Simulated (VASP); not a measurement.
# InSe (R3m) in VASP: a series of runs

InSe is run at these levels: PBEsol+D3(BJ); tasks: single point.

Everything below comes from runs of VASP 6.6.1. Logs are shortened: lines on timing, memory, paths and dates and some standing lists are left out, and cuts for length are marked.

**Experimental background.**

From “The Interaction of Hydrogen with the van der Waals Crystal γ-InSe”, 2020, pmc:7321205, for a bulk crystal of InSe at 300 K: band gap 1.25 eV.

The results are compared with them further down.

### Step 1. The cell of the first run

Symmetry: R3m, No. 160, trigonal system. Conventional cell: a = 3.961 Å, b = 3.961 Å, c = 24.182 Å, α = 90.00°, β = 90.00°, γ = 120.00°. In (site symmetry 3m) has 3 Se at 2.62 Å and 1 In at 2.75 Å within 3.5 Å. Within 3.5 Å of In (site symmetry 3m) lie 3 Se at 2.63 Å and 1 In at 2.75 Å. Within 3.6 Å of Se (site symmetry 3m) lie 3 In at 2.62 Å and 3 Se at 3.57 Å. Se (site symmetry 3m) has 3 In at 2.63 Å and 3 Se at 3.57 Å within 3.6 Å.

### Step 2. Single point, PBEsol+D3(BJ)

INCAR reads:

```
ALGO = Normal
EDIFF = 1E-6
ENCUT = 520
GGA = PS
ISIF = 2
ISMEAR = -1
IVDW = 12
LASPH = T
LCHARG = F
LREAL = F
LWAVE = F
NBANDS = 27
NELM = 100
PREC = Accurate
SIGMA = 0.05
```

KPOINTS reads:

```
k-points
0
Gamma
  8 8 8
```

POSCAR reads:

```
InSe
1.0
    1.9806051193      1.1435028988      8.0606130751
   -1.9806051193      1.1435028988      8.0606130751
    0.0000000000     -2.2870057976      8.0606130751
In Se
2 2
Direct
    0.8874681020      0.8874681020      0.8874681020
    0.0011455620      0.0011455620      0.0011455620
    0.1675928152      0.1675928152      0.1675928152
    0.3877935208      0.3877935208      0.3877935208
```

Potentials or basis: VASP PAW PBE potentials, release 64 (In_d, Se).

Started as:

```sh
> cat potpaw_PBE.64/In_d/POTCAR potpaw_PBE.64/Se/POTCAR > POTCAR
> mpirun -np 1 vasp_std > vasp.out
```

OUTCAR:

```text
EDIFF = 1E-6
   ENCUT = 520
   GGA = PS
   ISIF = 2
   ISMEAR = -1
   IVDW = 12
   LASPH = T
   LREAL = F
   NELM = 100
   PREC = Accurate
 IVDW          = 12

 ion  position               nearest neighbor table
   1  0.887  0.887  0.887-   3 2.62   3 2.62   3 2.62   2 2.75
   2  0.001  0.001  0.001-   4 2.63   4 2.63   4 2.63   1 2.75
   3  0.168  0.168  0.168-   1 2.62   1 2.62   1 2.62
   4  0.388  0.388  0.388-   2 2.63   2 2.63   2 2.63

  LATTYP: Found a trigonal (rhomboedric) cell.
 ALAT       =     8.3787754872
 COS(alpha) =     0.8882455866

  Lattice vectors:

 A1 = (   1.9806051193,   1.1435028988,   8.0606130751)
 A2 = (  -1.9806051193,   1.1435028988,   8.0606130751)
 A3 = (   0.0000000000,  -2.2870057976,   8.0606130751)

Analysis of symmetry for initial positions (statically):
=====================================================================
 Subroutine PRICEL returns:
 Original cell was already a primitive cell.

 Routine SETGRP: Setting up the symmetry group for a
 trigonal (rhombohedral) supercell.

 Subroutine GETGRP returns: Found  6 space group operations
 (whereof  6 operations were pure point group operations)
 out of a pool of 12 trial point group operations.

The static configuration has the point symmetry C_3v.

Analysis of symmetry for dynamics (positions and initial velocities):
=====================================================================
 Subroutine PRICEL returns:
 Original cell was already a primitive cell.

 Routine SETGRP: Setting up the symmetry group for a
 trigonal (rhombohedral) supercell.

 Subroutine GETGRP returns: Found  6 space group operations
 (whereof  6 operations were pure point group operations)
 out of a pool of 12 trial point group operations.

The dynamic configuration has the point symmetry C_3v.

 Subroutine INISYM returns: Found  6 space group operations
 (whereof  6 operations are pure point group operations),
 and found     1 'primitive' translations

----------------------------------------------------------------------------------------

                                     Primitive cell

  volume of cell :     109.5354

  direct lattice vectors                    reciprocal lattice vectors
     1.980605119  1.143502899  8.060613075     0.252448100  0.145750979  0.041353347
    -1.980605119  1.143502899  8.060613075    -0.252448100  0.145750979  0.041353347
[... 88 lines left out ...]
   NELM   =    100;   NELMIN=  2; NELMDL= -5     # of ELM steps
   EDIFF  = 0.1E-05   stopping-criterion for ELM
   LREAL  =      F    real-space projection
   EDIFFG = 0.1E-04   stopping-criterion for IOM
   NSW    =      0    number of steps for IOM
   IBRION =     -1    ionic relax: 0-MD 1-quasi-New 2-CG
   NFREE  =      0    steps in history (QN), initial steepest desc. (CG)
   ISIF   =      2    stress and relaxation
   ISYM   =      2    0-nonsym 1-usesym 2-fastsym
   POTIM  = 0.5000    time-step for ionic-motion
   TEBEG  =    0.0;   TEEND  =   0.0 temperature during run
   PSTRESS=    0.0 pullay stress
   NELECT =      38.0000    total number of electrons
   NUPDOWN=      -1.0000    fix difference up-down
   EMIN   =  10.00;   EMAX   =-10.00  energy-range for DOS
   EFERMI =   0.00;   METHOD = LEGACY
   ISMEAR =    -1;   SIGMA  =   0.05  broadening in eV -4-tet -1-fermi 0-gaus
   EFERMI_NEDOS =   21; number of points for ismear=-14 and -15
   IALGO  =     38    algorithm
   IMIX   =      4    mixing-type and parameters
     AMIX     =   0.40;   BMIX     =  1.00
     AMIX_MAG =   1.60;   BMIX_MAG =  1.00
  volume/ion in A,a.u.               =      27.38       184.80
  Fermi-wavevector in a.u.,A,eV,Ry     =   1.150318  2.173786 18.003653  1.323231
  Thomas-Fermi vector in A             =   2.286982
   LORBIT       =      0    0 simple, 1 ext, 2 COOP (PROOUT), +10 PAW based schemes
   GGA     = PS    functional components
   LHFCALC =     F    Hartree Fock is set to
   AEXX    =    0.0000 exact exchange contribution
   IVDW    =    12    specifies the selected vdW correction
   LEPSILON=     F    determine dielectric tensor
   LRPA    =     F    only Hartree local field effects (RPA)
 non-spin polarized calculation
  energy-cutoff  :      520.00
  volume of cell :      109.54
 maximum number of plane-waves:      2987
 NGX is ok and might be reduce to    64
   NGX = 31   NGY = 31   NGZ = 31

 number of electron      37.9999999 magnetization

 Free energy of the ion-electron system (eV)
  ---------------------------------------------------
  ext. energy  EPLUGINS =         0.00000000
  ---------------------------------------------------
  free energy    TOTEN  =       -15.55764453 eV

  energy without entropy =      -15.55754948  energy(sigma->0) =      -15.55759701

 E-fermi :   4.8807     XC(G=0):  -9.4380

 val. band max:        4.7002519981   @ k =   0.5000   0.5000   0.5000
 cond. band min:       5.0279445767   @ k =   0.5000   0.5000   0.5000
 fundamental gap:      0.3276925786
 Fermi energy:         4.8806635012

 k-point     1 :       0.0000    0.0000    0.0000
  band No.  band energies     occupation
      1     -10.2124      2.00000
      2      -9.9979      2.00000
      3      -9.9979      2.00000
      4      -9.9000      2.00000
      5      -9.9000      2.00000
      6      -9.8914      2.00000
[... 709 lines left out ...]
     26      11.1028      0.00000
     27      11.6094      0.00000

 [... further k-points ...]

------------------------ aborting loop because EDIFF is reached ----------------------------------------

 Edisp (eV)   -1.23733

 E8    (eV) :    -0.8438

  FORCE on cell =-STRESS in cart. coord.  units (eV):
  Direction    XX          YY          ZZ          XY          YZ          ZX
  --------------------------------------------------------------------------------------
  -------------------------------------------------------------------------------------
  Total       0.05249     0.05249     0.03730     0.00000     0.00000     0.00000
  in kB       0.76781     0.76781     0.54558     0.00000     0.00000     0.00000
  external pressure =        0.69 kB  Pullay stress =        0.00 kB

 VOLUME and BASIS-vectors are now :
 -----------------------------------------------------------------------------
  energy-cutoff  :      520.00
  volume of cell :      109.54
      direct lattice vectors                 reciprocal lattice vectors
     1.980605119  1.143502899  8.060613075     0.252448100  0.145750979  0.041353347
    -1.980605119  1.143502899  8.060613075    -0.252448100  0.145750979  0.041353347
     0.000000000 -2.287005798  8.060613075     0.000000000 -0.291501957  0.041353347

 POSITION                                       TOTAL-FORCE (eV/Angst)
 -----------------------------------------------------------------------------------
      0.00000      0.00000     21.46061         0.000000      0.000000      0.021047
      0.00000      0.00000      0.02770         0.000000      0.000000     -0.021176
      0.00000      0.00000      4.05270         0.000000     -0.000000     -0.020006
      0.00000      0.00000      9.37756         0.000000     -0.000000      0.020134
 -----------------------------------------------------------------------------------
    total drift:                                0.000000      0.000000      0.000323

  FREE ENERGIE OF THE ION-ELECTRON SYSTEM (eV)
  ---------------------------------------------------
  free  energy   TOTEN  =       -16.7949787657 eV

  energy  without entropy=      -16.7948837184  energy(sigma->0) =      -16.79493124
```

OSZICAR:

```text
N       E                     dE             d eps       ncg     rms          rms(c)
DAV:   1     0.339358778238E+03    0.33936E+03   -0.17245E+04  3513   0.157E+03
DAV:   2     0.242401259498E+02   -0.31512E+03   -0.30573E+03  3564   0.391E+02
DAV:   3    -0.142217320024E+02   -0.38462E+02   -0.37689E+02  4401   0.145E+02
DAV:   4    -0.159425146000E+02   -0.17208E+01   -0.17150E+01  4209   0.312E+01
DAV:   5    -0.160138791679E+02   -0.71365E-01   -0.71350E-01  5438   0.621E+00    0.682E+00
DAV:   6    -0.155943153174E+02    0.41956E+00   -0.80867E-01  4937   0.155E+01    0.412E+00
DAV:   7    -0.155609870070E+02    0.33328E-01   -0.32234E-01  5018   0.442E+00    0.113E+00
DAV:   8    -0.155576303294E+02    0.33567E-02   -0.28532E-02  5335   0.186E+00    0.578E-01
DAV:   9    -0.155575958551E+02    0.34474E-04   -0.46923E-03  4312   0.465E-01    0.141E-01
DAV:  10    -0.155576023085E+02   -0.64534E-05   -0.28373E-04  4905   0.129E-01    0.692E-02
DAV:  11    -0.155576467002E+02   -0.44392E-04   -0.98100E-05  4416   0.903E-02    0.191E-02
DAV:  12    -0.155576427105E+02    0.39897E-05   -0.13637E-05  5341   0.441E-02    0.134E-02
DAV:  13    -0.155576441940E+02   -0.14835E-05   -0.26798E-06  3336   0.932E-03    0.748E-03
DAV:  14    -0.155576445301E+02   -0.33610E-06   -0.12647E-06  2959   0.156E-02
   1 F= -.16794979E+02 E0= -.16794931E+02  d E =-.950473E-04
```

Run time: 4.7 min. Hardware: 1 thread of Intel Xeon 6975P-C (Granite Rapids), shared host; peak memory 0.61 GiB.

Results:

```yaml
Free_energy: -16.7950 eV
Pressure: 0.1 GPa
Largest_force: 0.021 eV/Å
Band_gap_on_the_k_mesh: 0.33 eV
Dispersion_energy_per_atom: -0.309 eV
```

Forces on the atoms (eV/Å):
```
In   0.000  0.000  0.021
In   0.000  0.000 -0.021
Se   0.000  0.000 -0.020
Se   0.000  0.000  0.020
```

Levels at points of the mesh, in eV from the valence-band top:
| k point | band 16 | band 17 | band 18 | band 19 | band 20 | band 21 | band 22 | band 23 |
| --- | --- | --- | --- | --- | --- | --- | --- | --- |
| (0.00, 0.00, 0.00) | -1.47 | -1.47 | -1.23 | -1.23 | 1.92 | 2.06 | 4.29 | 4.29 |
| (0.50, 0.00, 0.00) | -2.72 | -2.59 | -2.27 | -1.77 | 0.90 | 2.01 | 3.59 | 3.95 |
| (0.50, 0.50, 0.00) | -2.94 | -2.76 | -2.05 | -1.63 | 0.92 | 1.97 | 3.12 | 3.34 |
| (0.50, 0.50, 0.50) | -1.55 | -1.15 | -1.15 | 0.00 | 0.33 | 2.15 | 4.15 | 4.15 |

Caveat: the PAW data sets were made with another functional, which shifts forces and pressure a little; spin-orbit coupling is left out, which moves the levels of the heavy elements.

### Step 3. Single point, PBEsol+D3(BJ)

This run uses another cell than the first one, of 27.55 Å³/atom.

INCAR reads:

```
PREC     = Accurate       # precision mode
ENCUT    = 520            # plane-wave cutoff, eV
EDIFF    = 1E-6           # SCF threshold, eV
ISMEAR   = -1             # smearing method
SIGMA    = 0.05           # smearing width, eV
LREAL    = False          # projectors in reciprocal space
LASPH    = True           # aspherical terms in the spheres
NELM     = 60             # most SCF steps
ALGO     = Normal         # electronic algorithm
ISIF     = 2              # what is computed and relaxed
LWAVE    = False          # write WAVECAR
LCHARG   = True           # write CHGCAR
GGA      = PS             # functional
IVDW     = 12             # dispersion correction
LELF     = True           # ELF
LVHAR    = True         
NBANDS   = 27             # bands
```

KPOINTS reads:

```
regular mesh
0
Gamma
  8 8 8
```

POSCAR reads:

```
InSe
1.0
    1.9838096411      1.1453530303      8.0824462018
   -1.9838096411      1.1453530303      8.0824462018
    0.0000000000     -2.2907060606      8.0824462018
In Se
2 2
Direct
    0.8875582115      0.8875582115      0.8875582115
    0.0010597876      0.0010597876      0.0010597876
    0.1678968118      0.1678968118      0.1678968118
    0.3874851891      0.3874851891      0.3874851891
```

Potentials or basis: VASP PAW PBE potentials, release 64 (In_d, Se).

Started as:

```sh
> cat potpaw_PBE.64/In_d/POTCAR potpaw_PBE.64/Se/POTCAR > POTCAR
> mpirun -np 1 vasp_std > vasp.out
```

It took 4.6 min on 1 thread of Intel Xeon 6975P-C (Granite Rapids), shared host; peak memory 0.61 GiB.

Results (log left out):

```yaml
Free_energy: -16.7948 eV
Pressure: -0.1 GPa
Largest_force: 0.019 eV/Å
Band_gap_on_the_k_mesh: 0.31 eV
Dispersion_energy_per_atom: -0.307 eV
```

Forces on the atoms (eV/Å):
```
In   0.000  0.000  0.019
In   0.000  0.000 -0.019
Se   0.000  0.000 -0.019
Se   0.000  0.000  0.019
```

Levels at points of the mesh, in eV from the valence-band top:
| k point | band 17 | band 18 | band 19 | band 20 | band 21 | band 22 |
| --- | --- | --- | --- | --- | --- | --- |
| (0.00, 0.00, 0.00) | -1.47 | -1.24 | -1.24 | 1.89 | 2.04 | 4.28 |
| (0.50, 0.00, 0.00) | -2.57 | -2.28 | -1.77 | 0.91 | 1.99 | 3.58 |
| (0.50, 0.50, 0.00) | -2.74 | -2.06 | -1.62 | 0.93 | 1.96 | 3.12 |
| (0.50, 0.50, 0.50) | -1.16 | -1.16 | 0.00 | 0.31 | 2.13 | 4.15 |

Caveat: three body term missing; the PAW data sets were made with another functional, which shifts forces and pressure a little; spin-orbit coupling is left out, which moves the levels of the heavy elements.

### Step 4. How close it comes

Step 2. A measured gap of InSe is 1.25 eV (300 K; “The Interaction of Hydrogen with the van der Waals Crystal γ-InSe”, 2020, pmc:7321205); the calculated 0.33 eV misses it by -0.92 eV. Spin-orbit coupling on In, Se is left out. The value is that of PBEsol+D3(BJ) on a finite k mesh, which can miss the band edges, without temperature or zero-point motion. Semilocal functionals fall short of measured gaps as a rule.

Step 3. A measured gap of InSe is 1.25 eV (300 K; “The Interaction of Hydrogen with the van der Waals Crystal γ-InSe”, 2020, pmc:7321205); the calculated 0.31 eV misses it by -0.94 eV. Spin-orbit coupling on In, Se is left out. The value is that of PBEsol+D3(BJ) on a finite k mesh, which can miss the band edges, without temperature or zero-point motion. Semilocal functionals fall short of measured gaps as a rule.
